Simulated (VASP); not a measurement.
Wanted: the native input for a VASP 6.6.1 run.

```
Task                   : single point
Functional             : PBEsol
Dispersion             : D3(BJ)
Potentials or basis    : VASP PAW PBE potentials, release 64 (Sn_d, O)
Cutoff                 : 520 eV
k mesh                 : 4 × 4 × 1
Occupations            : gaussian, width 0.01 eV
Spin                   : no spin polarisation
Dipole correction      : no
Further INCAR settings : ALGO = Normal; EDIFF = 1e-06; NBANDS = 35
```

The structure of SnO2 lies in POSCAR:

```
SnO2
1.0
    3.2305760000      0.0000000000      0.0000000000
   -1.6152880000      2.7977610000      0.0000000000
    0.0000000000      0.0000000000     10.7905620000
Sn O
2 4
Direct
    0.0000000000      0.0000000000      0.5000000000
    0.0000000000      0.0000000000      0.0000000000
    0.6666666667      0.3333333333      0.4058620000
    0.6666666667      0.3333333333      0.0941380000
    0.3333333333      0.6666666667      0.5941380000
    0.3333333333      0.6666666667      0.9058620000
```

One way to write it, as run:

INCAR

```
PREC = Accurate ; ENCUT = 520
EDIFF = 1E-6 ; ISMEAR = 0
SIGMA = 0.01 ; LREAL = False
LASPH = True ; NELM = 100
ALGO = Normal ; ISIF = 2
LWAVE = False ; LCHARG = False
GGA = PS ; IVDW = 12
NBANDS = 35
```

KPOINTS

```
Automatic mesh
0
Gamma
  4 4 1
```

Potentials or basis: VASP PAW PBE potentials, release 64 (Sn_d, O).

Launch:

```sh
$ cat potpaw_PBE.64/Sn_d/POTCAR potpaw_PBE.64/O/POTCAR > POTCAR
$ mpirun -np 1 vasp_std > vasp.out
```

Results of the run:

```json
{"Pressure": "-5.3 GPa", "Largest force": "0.344 eV/Å", "Band gap on the k mesh": "2.04 eV (least direct gap 2.45 eV)", "Dispersion energy per atom": "-0.138 eV"}
```

Caveat: the k points lie up to 0.58 Å⁻¹ apart; the PAW data sets were made with another functional, which shifts forces and pressure a little; spin-orbit coupling is left out, which moves the levels of the heavy elements; an odd mesh through Γ misses points on the zone boundary, where band edges can lie.

Wall time 30 s on 1 thread of AMD EPYC 7R13, with other jobs on the host, peak memory 0.18 GiB.
